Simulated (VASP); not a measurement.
# Si (Fd-3m) in VASP: vibrations by perturbation theory with PBEsol

Aim: the vibrations by perturbation theory of Si with PBEsol.

Everything below comes from runs of VASP 6.6.1. Logs are shortened: lines on timing, memory, paths and dates and some standing lists are left out, and cuts for length are marked.

## (1) The cell of the first run

Symmetry: Fd-3m, No. 227, cubic system. The conventional cell has a = 5.433 Å, b = 5.433 Å, c = 5.433 Å, α = 90.00°, β = 90.00°, γ = 90.00°. Within 3.1 Å of Si (site symmetry -43m) lie 4 Si at 2.35 Å.

## (2) Vibrations by perturbation theory, PBEsol

The input, INCAR:

```
SYSTEM = Si
ALGO = Normal ; EDIFF = 1E-8
ENCUT = 520 ; GGA = PS
IBRION = 8 ; ISIF = 2
ISMEAR = 0 ; LASPH = .True.
LCHARG = .False. ; LREAL = .False.
LWAVE = .False. ; NBANDS = 11
NELM = 80 ; NSW = 1
PREC = Accurate ; SIGMA = 0.01
```

The input, KPOINTS:

```
k-points
0
Gamma
  12 12 12
  0 0 0
```

The input, POSCAR:

```
Si
1.0
    0.0000000000      2.7167311791      2.7167311791
    2.7167311791      0.0000000000      2.7167311791
    2.7167311791      2.7167311791      0.0000000000
Si
2
Direct
    0.5000000000      0.5000000000      0.5000000000
    0.7500000000      0.7500000000      0.7500000000
```

Potentials or basis: VASP PAW PBE potentials, release 64 (Si).

The run is started by

```console
cat potpaw_PBE.64/Si/POTCAR > POTCAR
mpirun -np 1 vasp_std > vasp.out
```

OUTCAR:

```text
SYSTEM = Si
   EDIFF = 1E-8
   ENCUT = 520
   GGA = PS
   IBRION = 8
   ISIF = 2
   ISMEAR = 0
   LASPH = .True.
   LREAL = .False.
   NELM = 80
   NSW = 1
   PREC = Accurate

 ion  position               nearest neighbor table
   1  0.500  0.500  0.500-   2 2.35   2 2.35   2 2.35   2 2.35
   2  0.750  0.750  0.750-   1 2.35   1 2.35   1 2.35   1 2.35

  LATTYP: Found a face centered cubic cell.
 ALAT       =     5.4334623582

  Lattice vectors:

 A1 = (   0.0000000000,   2.7167311791,   2.7167311791)
 A2 = (   2.7167311791,   0.0000000000,   2.7167311791)
 A3 = (   2.7167311791,   2.7167311791,   0.0000000000)

Analysis of symmetry for initial positions (statically):
=====================================================================
 Subroutine PRICEL returns:
 Original cell was already a primitive cell.

 Routine SETGRP: Setting up the symmetry group for a
 face centered cubic supercell.

 Subroutine GETGRP returns: Found 48 space group operations
 (whereof 24 operations were pure point group operations)
 out of a pool of 48 trial point group operations.

The static configuration has the point symmetry T_d .
 The point group associated with its full space group is O_h .

Analysis of symmetry for dynamics (positions and initial velocities):
=====================================================================
 Subroutine PRICEL returns:
 Original cell was already a primitive cell.

 Routine SETGRP: Setting up the symmetry group for a
 face centered cubic supercell.

 Subroutine GETGRP returns: Found 48 space group operations
 (whereof 24 operations were pure point group operations)
 out of a pool of 48 trial point group operations.

The dynamic configuration has the point symmetry T_d .
 The point group associated with its full space group is O_h .

 Subroutine INISYM returns: Found 48 space group operations
 (whereof 24 operations are pure point group operations),
 and found     1 'primitive' translations

----------------------------------------------------------------------------------------

                                     Primitive cell

  volume of cell :      40.1024

  direct lattice vectors                    reciprocal lattice vectors
     0.000000000  2.716731179  2.716731179    -0.184044709  0.184044709  0.184044709
     2.716731179  0.000000000  2.716731179     0.184044709 -0.184044709  0.184044709
     2.716731179  2.716731179  0.000000000     0.184044709  0.184044709 -0.184044709

  length of vectors
     3.842038079  3.842038079  3.842038079     0.318774787  0.318774787  0.318774787

  position of ions in fractional coordinates (direct lattice)
     0.500000000  0.500000000  0.500000000
     0.750000000  0.750000000  0.750000000

  ion indices of the primitive-cell ions
   primitive index   ion index
                 1           1
                 2           2

----------------------------------------------------------------------------------------

 KPOINTS: k-points

Automatic generation of k-mesh.
 Grid dimensions read from file:
 generate k-points for:   12   12   12

 Generating k-lattice:

  Cartesian coordinates                     Fractional coordinates (reciprocal lattice)
    -0.015337059  0.015337059  0.015337059     0.083333333  0.000000000  0.000000000
     0.015337059 -0.015337059  0.015337059     0.000000000  0.083333333  0.000000000
     0.015337059  0.015337059 -0.015337059     0.000000000  0.000000000  0.083333333

[... 73 lines left out ...]
   IALGO  =     38    algorithm
   IMIX   =      4    mixing-type and parameters
     AMIX     =   0.40;   BMIX     =  1.00
     AMIX_MAG =   1.60;   BMIX_MAG =  1.00
  volume/ion in A,a.u.               =      20.05       135.31
  Fermi-wavevector in a.u.,A,eV,Ry     =   0.956566  1.807647 12.449576  0.915018
  Thomas-Fermi vector in A             =   2.085505
   LORBIT       =      0    0 simple, 1 ext, 2 COOP (PROOUT), +10 PAW based schemes
   GGA     = PS    functional components
   LHFCALC =     F    Hartree Fock is set to
   AEXX    =    0.0000 exact exchange contribution
   IVDW    =     0    specifies the selected vdW correction
   LEPSILON=     F    determine dielectric tensor
   LRPA    =     F    only Hartree local field effects (RPA)
 non-spin polarized calculation
 Gauss-broadening in eV      SIGMA  =   0.01
  energy-cutoff  :      520.00
  volume of cell :       40.10
 maximum number of plane-waves:      1106
 NGX is ok and might be reduce to    30
   NGX = 15   NGY = 15   NGZ = 15

--------------------------------------- Ionic step        1  -------------------------------------------

 number of electron       8.0000000 magnetization

 Free energy of the ion-electron system (eV)
  ---------------------------------------------------
  ext. energy  EPLUGINS =         0.00000000
  ---------------------------------------------------
  free energy    TOTEN  =       -11.49323896 eV

  energy without entropy =      -11.49323896  energy(sigma->0) =      -11.49323896

 E-fermi :   5.8439     XC(G=0):  -9.5478

 val. band max:        5.7744261347   @ k =   0.0000   0.0000   0.0000
 cond. band min:       6.2336958724   @ k =   0.4167   0.4167   0.0000
 fundamental gap:      0.4592697377
 Fermi energy:         5.8439147312

 k-point     1 :       0.0000    0.0000    0.0000
  band No.  band energies     occupation
      1      -6.2054      2.00000
      2       5.7744      2.00000
      3       5.7744      2.00000
      4       5.7744      2.00000
      5       8.2912      0.00000
      6       8.2912      0.00000
      7       8.2912      0.00000
      8       9.0813      0.00000
      9      13.4621      0.00000
     10      13.4621      0.00000
     11      13.4790      0.00000
[... 309 lines left out ...]
 k-point    24 :      -0.4167    0.1667    0.0000
  band No.  band energies     occupation
      1      -3.5860      2.00000
      2      -1.0209      2.00000
      3       2.7534      2.00000
      4       4.1732      2.00000
      5       7.8740      0.00000
      6       9.7690      0.00000
      7      10.1099      0.00000
      8      13.6625      0.00000
      9      14.2206      0.00000
     10      14.4989      0.00000
     11      16.7875      0.00000

 [... further k-points ...]
[... 5 lines left out ...]
  --------------------------------------------------------------------------------------
  -------------------------------------------------------------------------------------
  Total        0.0288561      0.0288561      0.0288561     -0.0000000      0.0000000     -0.0000000
  in kB        1.1528651      1.1528651      1.1528651     -0.0000000      0.0000000     -0.0000000
  external PRESSURE =       1.1528651 kB  Pullay stress =       0.0000000 kB

 VOLUME and BASIS-vectors are now :
 -----------------------------------------------------------------------------
  energy-cutoff  :      520.00
  volume of cell :       40.10
      direct lattice vectors                 reciprocal lattice vectors
     0.000000000  2.716731179  2.716731179    -0.184044709  0.184044709  0.184044709
     2.716731179  0.000000000  2.716731179     0.184044709 -0.184044709  0.184044709
     2.716731179  2.716731179  0.000000000     0.184044709  0.184044709 -0.184044709

 POSITION                                       TOTAL-FORCE (eV/Angst)
 -----------------------------------------------------------------------------------
      2.71673      2.71673      2.71673        -0.000000     -0.000000     -0.000000
      4.07510      4.07510      4.07510         0.000000      0.000000      0.000000
 -----------------------------------------------------------------------------------
    total drift:                                0.000000     -0.000000     -0.000000

  FREE ENERGIE OF THE ION-ELECTRON SYSTEM (eV)
  ---------------------------------------------------
  free  energy   TOTEN  =       -11.4932389646 eV

  energy  without entropy=      -11.4932389646  energy(sigma->0) =      -11.49323896

[... ionic steps 2 to 3 ...]

--------------------------------------- Ionic step        4  -------------------------------------------

 Free energy of the ion-electron system (eV)
  ---------------------------------------------------
  ---------------------------------------------------
  free energy    TOTEN  =        -0.01728413 eV

  energy without entropy =       -0.01728413

------------------------ aborting loop because EDIFF is reached ----------------------------------------

 INTERNAL STRAIN TENSOR  FOR ION    1  DIRECTION 1   (eV/Angst):
 -----------------------------------------------------------------------------
    -0.00635  0.00000  0.00000
     0.00000  0.00392  9.60396
     0.00000  9.60396  0.00392

 INTERNAL STRAIN TENSOR FOR ION    2 for displacements in x,y,z  (eV/Angst):
          X           Y           Z          XY          YZ          ZX
  --------------------------------------------------------------------------------
  x     0.00000     0.00000     0.00000     0.00000    -9.60396     0.00000
  y     0.00000     0.00000     0.00000     0.00000     0.00000    -9.60396
  z     0.00000     0.00000     0.00000    -9.60396     0.00000     0.00000

 SECOND DERIVATIVES (NOT SYMMETRIZED)
 ------------------------------------
               1X          1Y          1Z          2X          2Y          2Z
  1X   -13.378533    0.000000    0.000000   13.378533    0.000000    0.000000
  1Y     0.000000  -13.378533    0.000000    0.000000   13.378533    0.000000
  1Z     0.000000    0.000000  -13.378533    0.000000    0.000000   13.378533
  2X    13.378533    0.000000    0.000000  -13.378533    0.000000    0.000000
  2Y     0.000000   13.378533    0.000000    0.000000  -13.378533    0.000000
  2Z     0.000000    0.000000   13.378533    0.000000    0.000000  -13.378533

 Eigenvectors and eigenvalues of the dynamical matrix
 ----------------------------------------------------

   1 f  =   15.259235 THz    95.876599 2PiTHz  508.993278 cm-1    63.107095 meV
             X         Y         Z           dx          dy          dz
      2.716731  2.716731  2.716731     0.000000   -0.707107    0.000000
      4.075097  4.075097  4.075097     0.000000    0.707107    0.000000
[... 21 lines left out ...]
   6 f  =    0.000000 THz     0.000000 2PiTHz    0.000000 cm-1     0.000000 meV
             X         Y         Z           dx          dy          dz
      2.716731  2.716731  2.716731     0.000000    0.000000    0.707107
      4.075097  4.075097  4.075097     0.000000    0.000000    0.707107

--------------------------------------------------------------------------------------------------------

 ELASTIC MODULI CONTR FROM IONIC RELAXATION (kBar)
 Direction    XX          YY          ZZ          XY          YZ          ZX
 --------------------------------------------------------------------------------
 XX          -0.0000     -0.0000     -0.0000      0.0000      0.0000      0.0000
 YY          -0.0000     -0.0000     -0.0000      0.0000      0.0000      0.0000
 ZZ          -0.0000     -0.0000     -0.0000      0.0000      0.0000      0.0000
 XY           0.0000      0.0000      0.0000   -275.4435      0.0000      0.0000
 YZ           0.0000      0.0000      0.0000      0.0000   -275.4435      0.0000
 ZX           0.0000      0.0000      0.0000      0.0000      0.0000   -275.4435
 --------------------------------------------------------------------------------
```

Wall time 4.7 min (1 thread of Intel Xeon 8259CL, shared host); peak memory 0.32 GiB.

What came out:

- Highest phonon frequency at Γ: 509 cm⁻¹

Phonon frequencies in cm⁻¹ (negative: imaginary):
```
              q point        frequencies
(0.000, 0.000, 0.000)  0 0 0 509 509 509
```

Caveat: the PAW data sets were made with another functional, which shifts forces and pressure a little.
